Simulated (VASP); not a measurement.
Pt: elastic constants with PBEsol

Pt:

```xyz
2
Lattice="2.7607 0.0000 0.0000 -1.3803 2.3908 0.0000 0.0000 0.0000 4.7921" Properties=species:S:1:pos:R:3 pbc="T T T"
Pt    0.0000    1.5939    1.1980
Pt    1.3803    0.7969    3.5941
```

```
Program                   : VASP 6.6.1
Task                      : elastic constants
Functional                : PBEsol
Potentials or basis       : VASP PAW PBE potentials, release 64 (Pt)
Cutoff                    : 600 eV
k mesh                    : 10 × 10 × 6
Occupations               : fermi-dirac, width 0.05 eV
Spin                      : no spin polarisation
Dipole correction         : no
Ions in elastic constants : relaxed
Further INCAR settings    : ALGO = Fast; EDIFF = 1e-08; IBRION = 6; POTIM = 0.015; NSW = 1; ISIF = 3
```

```
Voigt bulk modulus            : 234 GPa
Highest phonon frequency at Γ : 154 cm⁻¹
Most unstable mode            : 34i cm⁻¹
```

Phonon frequencies in cm⁻¹ (negative: imaginary):
```tsv
q point	frequencies
(0.000, 0.000, 0.000)	-34 -34 0 0 0 154
```

Elastic tensor in Voigt notation (GPa, in the Cartesian axes of the cell as first typed):
```
387 175 173   0   0   0
175 387 173   0   0   0
173 173 293   0   0   0
  0   0   0   9   0   0
  0   0   0   0   9   0
  0   0   0   0   0 106
```

Clamped-ion elastic tensor (GPa):
```
387 175 173   0   0   0
175 387 173   0   0   0
173 173 293   0   0   0
  0   0   0   9   0   0
  0   0   0   0   9   0
  0   0   0   0   0 106
```

It took 6.6 min on 1 thread of Intel(R) Xeon(R) 6975P-C (Granite Rapids), on a shared host, peak memory 0.32 GiB.

Caveat: the cell is under stress, which shifts elastic constants; some modes are imaginary; the PAW data sets were made with another functional, which shifts forces and pressure a little.
